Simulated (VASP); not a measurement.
# Cd4Te (Pm-3m) in VASP: single point with PBE

Aim: the single point of Cd4Te with PBE.

All numbers are computed with VASP 6.6.1; they aren't measurements. Logs are shortened: lines on timing, memory, paths and dates and some standing lists are left out, and cuts for length are marked.

## Step 1: The cell of the first run

The structure is cubic, space group Pm-3m (No. 221). The conventional cell has a = 5.818 Å, b = 5.818 Å, c = 5.818 Å, α = 90.00°, β = 90.00°, γ = 90.00°. Within 3.8 Å of Cd (site symmetry 4/mmm) lie 2 Te at 2.91 Å. Within 5.4 Å of Cd (site symmetry m-3m) lie 12 Cd at 4.11 Å and 8 Te at 5.04 Å. Te (site symmetry m-3m) has 6 Cd at 2.91 Å within 3.8 Å.

## Step 2: Single point, PBE

The input, POSCAR:

```
Cd4Te
1.0
    5.8182983527      0.0000000000      0.0000000000
    0.0000000000      5.8182983527      0.0000000000
    0.0000000000      0.0000000000      5.8182983527
Cd Te
4 1
Direct
    0.0000000000      0.5000000000      0.5000000000
    0.5000000000      0.0000000000      0.5000000000
    0.5000000000      0.5000000000      0.0000000000
    0.0000000000      0.0000000000      0.0000000000
    0.5000000000      0.5000000000      0.5000000000
```

The input, INCAR.step1:

```
PREC = Accurate ; ENCUT = 520
EDIFF = 1E-7 ; ISMEAR = 0
SIGMA = 0.1 ; LREAL = False
LASPH = True ; NELM = 100
ALGO = Fast ; ISIF = 2
LWAVE = False ; LCHARG = True
GGA = PE ; NBANDS = 35
```

The input, KPOINTS.step1:

```
regular mesh
0
Gamma
  6 6 6
```

The input, INCAR.step2:

```
PREC = Accurate ; ENCUT = 520
EDIFF = 1E-7 ; ISMEAR = -5
SIGMA = 0.1 ; LREAL = False
LASPH = True ; NELM = 100
ALGO = Fast ; ISIF = 2
LWAVE = False ; LCHARG = False
GGA = PE ; LORBIT = 11
NBANDS = 35 ; NEDOS = 2001
ICHARG = 11
```

The input, KPOINTS.step2:

```
regular mesh
0
Gamma
  9 9 9
```

Potentials or basis: VASP PAW PBE potentials, release 64 (Cd, Te).

Started as:

```
$ cat potpaw_PBE.64/Cd/POTCAR potpaw_PBE.64/Te/POTCAR > POTCAR
$ cp INCAR.step1 INCAR
$ cp KPOINTS.step1 KPOINTS
$ mpirun -np 1 vasp_std > vasp.out
$ cp INCAR.step2 INCAR
$ cp KPOINTS.step2 KPOINTS
$ mpirun -np 1 vasp_std > vasp.out
```

OUTCAR:

```text
PREC = Accurate
   ENCUT = 520
   EDIFF = 1E-7
   ISMEAR = -5
   LREAL = False
   LASPH = True
   NELM = 100
   ISIF = 2
   GGA = PE
   LORBIT = 11
   ICHARG = 11

 ion  position               nearest neighbor table
   1  0.000  0.500  0.500-   5 2.91   5 2.91
   2  0.500  0.000  0.500-   5 2.91   5 2.91
   3  0.500  0.500  0.000-   5 2.91   5 2.91
   4  0.000  0.000  0.000-
   5  0.500  0.500  0.500-   1 2.91   2 2.91   3 2.91   3 2.91   2 2.91   1 2.91

  LATTYP: Found a simple cubic cell.
 ALAT       =     5.8182983527

  Lattice vectors:

 A1 = (   5.8182983527,   0.0000000000,   0.0000000000)
 A2 = (   0.0000000000,   5.8182983527,   0.0000000000)
 A3 = (   0.0000000000,   0.0000000000,   5.8182983527)

Analysis of symmetry for initial positions (statically):
=====================================================================
 Subroutine PRICEL returns:
 Original cell was already a primitive cell.

 Routine SETGRP: Setting up the symmetry group for a
 simple cubic supercell.

 Subroutine GETGRP returns: Found 48 space group operations
 (whereof 48 operations were pure point group operations)
 out of a pool of 48 trial point group operations.

The static configuration has the point symmetry O_h .

Analysis of symmetry for dynamics (positions and initial velocities):
=====================================================================
 Subroutine PRICEL returns:
 Original cell was already a primitive cell.

 Routine SETGRP: Setting up the symmetry group for a
 simple cubic supercell.

 Subroutine GETGRP returns: Found 48 space group operations
 (whereof 48 operations were pure point group operations)
 out of a pool of 48 trial point group operations.

The dynamic configuration has the point symmetry O_h .

 Subroutine INISYM returns: Found 48 space group operations
 (whereof 48 operations are pure point group operations),
 and found     1 'primitive' translations

----------------------------------------------------------------------------------------

                                     Primitive cell

  volume of cell :     196.9645

  direct lattice vectors                    reciprocal lattice vectors
     5.818298353  0.000000000  0.000000000     0.171871558  0.000000000  0.000000000
     0.000000000  5.818298353  0.000000000     0.000000000  0.171871558  0.000000000
     0.000000000  0.000000000  5.818298353     0.000000000  0.000000000  0.171871558

  length of vectors
     5.818298353  5.818298353  5.818298353     0.171871558  0.171871558  0.171871558

  position of ions in fractional coordinates (direct lattice)
     0.000000000  0.500000000  0.500000000
     0.500000000  0.000000000  0.500000000
     0.500000000  0.500000000  0.000000000
     0.000000000  0.000000000  0.000000000
     0.500000000  0.500000000  0.500000000

  ion indices of the primitive-cell ions
   primitive index   ion index
                 1           1
                 2           2
                 3           3
                 4           4
                 5           5

----------------------------------------------------------------------------------------

 KPOINTS: regular mesh

Automatic generation of k-mesh.
 Grid dimensions read from file:
 generate k-points for:    9    9    9

 Generating k-lattice:

  Cartesian coordinates                     Fractional coordinates (reciprocal lattice)
     0.019096840  0.000000000  0.000000000     0.111111111  0.000000000  0.000000000
     0.000000000  0.019096840  0.000000000     0.000000000  0.111111111  0.000000000
     0.000000000  0.000000000  0.019096840     0.000000000  0.000000000  0.111111111

  Length of vectors
     0.019096840  0.019096840  0.019096840

  Shift w.r.t. Gamma in fractional coordinates (k-lattice)
     0.000000000  0.000000000  0.000000000

 TETIRR: Found    353 inequivalent tetrahedra from     4374

 Subroutine IBZKPT returns following result:
 ===========================================

 Found     35 irreducible k-points:

 Following reciprocal coordinates:
            Coordinates               Weight
  0.000000  0.000000  0.000000      1.000000
  0.111111  0.000000  0.000000      6.000000
  0.222222  0.000000  0.000000      6.000000
  0.333333  0.000000  0.000000      6.000000
  0.444444  0.000000  0.000000      6.000000
  0.111111  0.111111  0.000000     12.000000
[... 16 lines left out ...]
  0.333333  0.333333  0.111111     24.000000
  0.444444  0.333333  0.111111     48.000000
 [... further k-points ...]
   k-points           NKPTS =     35   k-points in BZ     NKDIM =     35   number of bands    NBANDS=     35
   number of dos      NEDOS =   2001   number of ions     NIONS =      5
   total plane-waves  NPLWV = 110592
   dimension x,y,z NGX =    48 NGY =   48 NGZ =   48
   dimension x,y,z NGXF=    96 NGYF=   96 NGZF=   96
   ions per type =               4   1
   NGX,Y,Z   is equivalent  to a cutoff of  13.72, 13.72, 13.72 a.u.
   NGXF,Y,Z  is equivalent  to a cutoff of  27.43, 27.43, 27.43 a.u.
 SYSTEM =  unknown system
   PREC   = accura    normal or accurate (medium, high low for compatibility)
   ISTART =      0    job   : 0-new  1-cont  2-samecut
   ICHARG =     11    charge: 1-file 2-atom 10-const
   ISPIN  =      1    spin polarized calculation?
   LNONCOLLINEAR =      F non collinear calculations
   LSORBIT =      F    spin-orbit coupling
   LASPH  =      T    aspherical Exc in radial PAW
   ENCUT  =  520.0 eV  38.22 Ry    6.18 a.u.  10.82 10.82 10.82*2*pi/ulx,y,z
   NELM   =    100;   NELMIN=  2; NELMDL=  0     # of ELM steps
   EDIFF  = 0.1E-06   stopping-criterion for ELM
   LREAL  =      F    real-space projection
   EDIFFG = 0.1E-05   stopping-criterion for IOM
   NSW    =      0    number of steps for IOM
   IBRION =     -1    ionic relax: 0-MD 1-quasi-New 2-CG
   NFREE  =      0    steps in history (QN), initial steepest desc. (CG)
   ISIF   =      2    stress and relaxation
   ISYM   =      2    0-nonsym 1-usesym 2-fastsym
   POTIM  = 0.5000    time-step for ionic-motion
   TEBEG  =    0.0;   TEEND  =   0.0 temperature during run
   PSTRESS=    0.0 pullay stress
   NELECT =      54.0000    total number of electrons
   NUPDOWN=      -1.0000    fix difference up-down
   EMIN   =  10.00;   EMAX   =-10.00  energy-range for DOS
   EFERMI =   0.00;   METHOD = LEGACY
   ISMEAR =    -5;   SIGMA  =   0.10  broadening in eV -4-tet -1-fermi 0-gaus
   EFERMI_NEDOS =   21; number of points for ismear=-14 and -15
   IALGO  =     68    algorithm
   IMIX   =      4    mixing-type and parameters
     AMIX     =   0.40;   BMIX     =  1.00
     AMIX_MAG =   1.60;   BMIX_MAG =  1.00
  volume/ion in A,a.u.               =      39.39       265.84
  Fermi-wavevector in a.u.,A,eV,Ry     =   1.063515  2.009751 15.389049  1.131063
  Thomas-Fermi vector in A             =   2.199002
   LORBIT       =     11    0 simple, 1 ext, 2 COOP (PROOUT), +10 PAW based schemes
   GGA     = PE    functional components
   LHFCALC =     F    Hartree Fock is set to
   AEXX    =    0.0000 exact exchange contribution
   IVDW    =     0    specifies the selected vdW correction
   LEPSILON=     F    determine dielectric tensor
   LRPA    =     F    only Hartree local field effects (RPA)
 non-spin polarized calculation
 RMM-DIIS sequential band-by-band and
 Fermi weights with tetrahedron method with Bloechl corrections
  energy-cutoff  :      520.00
  volume of cell :      196.96
 maximum number of plane-waves:      5377
 NGX is ok and might be reduce to    48

 number of electron      53.9999974 magnetization

 Free energy of the ion-electron system (eV)
  ---------------------------------------------------
  ext. energy  EPLUGINS =         0.00000000
  ---------------------------------------------------
  free energy    TOTEN  =        -4.33985399 eV

  energy without entropy =       -4.33985399  energy(sigma->0) =       -4.33985399

 E-fermi :   1.1088     XC(G=0):  -8.0737

 val. band max:        1.1142824815   @ k =   0.4444   0.4444   0.2222
 cond. band min:       1.0745544655   @ k =   0.4444   0.4444   0.3333
 fundamental gap:     -0.0397280160
 Fermi energy:         1.1087664903

 k-point     1 :       0.0000    0.0000    0.0000
  band No.  band energies     occupation
      1     -11.5878      2.00000
      2      -7.8087      2.00000
      3      -7.8087      2.00000
      4      -7.8087      2.00000
      5      -7.7721      2.00000
      6      -7.7721      2.00000
[... 27 lines left out ...]
     34       4.8086      0.00000
     35       6.4862      0.00000

 k-point     2 :       0.1111    0.0000    0.0000
  band No.  band energies     occupation
      1     -11.5694      2.00000
      2      -7.8078      2.00000
      3      -7.8040      2.00000
      4      -7.8040      2.00000
      5      -7.7929      2.00000
      6      -7.7718      2.00000
[... 27 lines left out ...]
     34       4.6225      0.00000
     35       6.5161      0.00000

 k-point     3 :       0.2222    0.0000    0.0000
  band No.  band energies     occupation
      1     -11.5213      2.00000
      2      -7.8551      2.00000
      3      -7.8054      2.00000
      4      -7.7898      2.00000
      5      -7.7898      2.00000
      6      -7.7710      2.00000
[... 27 lines left out ...]
     34       4.3890      0.00000
     35       6.6100      0.00000
[... 723 lines left out ...]
 k-point    23 :       0.3333    0.3333    0.1111
  band No.  band energies     occupation
      1     -11.3086      2.00000
      2      -7.9866      2.00000
      3      -7.9489      2.00000
      4      -7.7972      2.00000
      5      -7.7415      2.00000
      6      -7.7319      2.00000
[... 27 lines left out ...]
     34       5.4657      0.00000
     35       5.7653      0.00000

 k-point    24 :       0.4444    0.3333    0.1111
  band No.  band energies     occupation
      1     -11.2650      2.00000
      2      -8.0404      2.00000
      3      -7.9722      2.00000
      4      -7.7960      2.00000
      5      -7.7236      2.00000
      6      -7.7168      2.00000
[... 27 lines left out ...]
     34       5.0870      0.00000
     35       5.1934      0.00000

 [... further k-points ...]

------------------------ aborting loop because EDIFF is reached ----------------------------------------

  FORCE on cell =-STRESS in cart. coord.  units (eV):
  Direction    XX          YY          ZZ          XY          YZ          ZX
  --------------------------------------------------------------------------------------
  -------------------------------------------------------------------------------------
  Total        2.3689926      2.3689926      2.3689926     -0.0000000      0.0000000     -0.0000000
  in kB       19.2702049     19.2702049     19.2702049     -0.0000000      0.0000000     -0.0000000
  external PRESSURE =      19.2702049 kB  Pullay stress =       0.0000000 kB

 VOLUME and BASIS-vectors are now :
 -----------------------------------------------------------------------------
  energy-cutoff  :      520.00
  volume of cell :      196.96
      direct lattice vectors                 reciprocal lattice vectors
     5.818298353  0.000000000  0.000000000     0.171871558  0.000000000  0.000000000
     0.000000000  5.818298353  0.000000000     0.000000000  0.171871558  0.000000000
     0.000000000  0.000000000  5.818298353     0.000000000  0.000000000  0.171871558

 POSITION                                       TOTAL-FORCE (eV/Angst)
 -----------------------------------------------------------------------------------
      0.00000      2.90915      2.90915         0.000000      0.000000      0.000000
      2.90915      0.00000      2.90915         0.000000      0.000000      0.000000
      2.90915      2.90915      0.00000         0.000000      0.000000      0.000000
      0.00000      0.00000      0.00000         0.000000      0.000000      0.000000
      2.90915      2.90915      2.90915         0.000000      0.000000      0.000000
 -----------------------------------------------------------------------------------
    total drift:                                0.000000      0.000000     -0.000000

  FREE ENERGIE OF THE ION-ELECTRON SYSTEM (eV)
  ---------------------------------------------------
  free  energy   TOTEN  =        -4.3398539857 eV

  energy  without entropy=       -4.3398539857  energy(sigma->0) =       -4.33985399

 total charge

# of ion       s       p       d       tot
------------------------------------------
    1        0.640   0.137   9.513  10.289
    2        0.640   0.137   9.513  10.289
    3        0.640   0.137   9.513  10.289
    4        0.670   0.048   9.515  10.232
    5        1.424   1.906   0.059   3.389
--------------------------------------------------
tot          4.013   2.364  38.113  44.490
```

It took 2.9 min on 1 thread of AMD EPYC 9R45 (Zen 5), shared host; peak memory 0.39 GiB.

Results:

```yaml
Valence_electrons_inside_the_program's_atomic_spheres: Cd 10.29, 10.23 (each value once); Te 3.39
```

Levels at points of the mesh, in eV from the Fermi level:
```csv
k point,band 24,band 25,band 26,band 27,band 28,band 29,band 30,band 31
"(0.00, 0.00, 0.00)",-4.00,-3.81,-1.85,-1.85,-0.08,1.64,1.64,1.64
```

Caveat: spin-orbit coupling is left out, which moves the levels of the heavy elements; tetrahedron occupations give inexact forces and stress in metals.
